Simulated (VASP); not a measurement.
**Zr3Cd2: single point with PBEsol**

Zr3Cd2:

```
Zr Cd
1.0
     5.33669    0.00000    0.00000
     0.00000    5.33669    0.00000
     0.00000    0.00000    5.18237
Zr Cd
3 2
Direct
  0.00000 0.50000 0.00000
  0.50000 0.00000 0.00000
  0.00000 0.00000 0.00000
  0.50000 0.50000 0.50000
  0.50000 0.50000 0.00000
```

This cell differs from its parent crystal: biaxial strain in the a-b plane: -3.0 %.

```yaml
Program: VASP 6.6.1
Task: single point
Functional: PBEsol
Potentials_or_basis: VASP PAW PBE potentials, release 64 (Zr_sv, Cd)
Cutoff: 520 eV
k_mesh: 8 × 8 × 8
Occupations: gaussian, width 0.1 eV
Spin: no spin polarisation
```

```
Pressure               : 3.6 GPa
Band gap on the k mesh : zero (bands 30 and 31 overlap by 1.27 eV)
```

Stress tensor (GPa, compression positive):
```
 5.90  0.00  0.00
 0.00  5.90  0.00
 0.00  0.00 -1.14
```

Levels at points of the mesh, in eV from the Fermi level:
| k point | band 28 | band 29 | band 30 | band 31 | band 32 | band 33 |
| --- | --- | --- | --- | --- | --- | --- |
| (0.00, 0.00, 0.00) | -1.11 | -1.11 | -0.54 | 0.03 | 0.03 | 0.83 |
| (0.50, 0.00, 0.00) | -0.99 | -0.52 | -0.34 | 0.37 | 0.56 | 1.18 |
| (0.50, 0.50, 0.00) | -0.21 | -0.21 | -0.04 | 0.74 | 0.86 | 0.86 |
| (0.00, 0.00, 0.50) | -1.52 | -1.52 | 0.39 | 0.97 | 0.97 | 1.32 |
| (0.50, 0.00, 0.50) | -1.19 | -0.94 | 0.35 | 0.45 | 0.83 | 1.03 |
| (0.50, 0.50, 0.50) | -0.46 | -0.46 | 0.72 | 0.86 | 0.86 | 1.27 |

Run time: 5.6 min on 1 thread of AMD EPYC 9R45 96-Core Processor (Zen 5) (shared host), peak memory 0.45 GiB.

Caveat: the cell differs from its parent crystal (biaxial strain in the a-b plane: -3.0 %); the cell stands under pressure; the PAW data sets were made with another functional, which shifts forces and pressure a little.
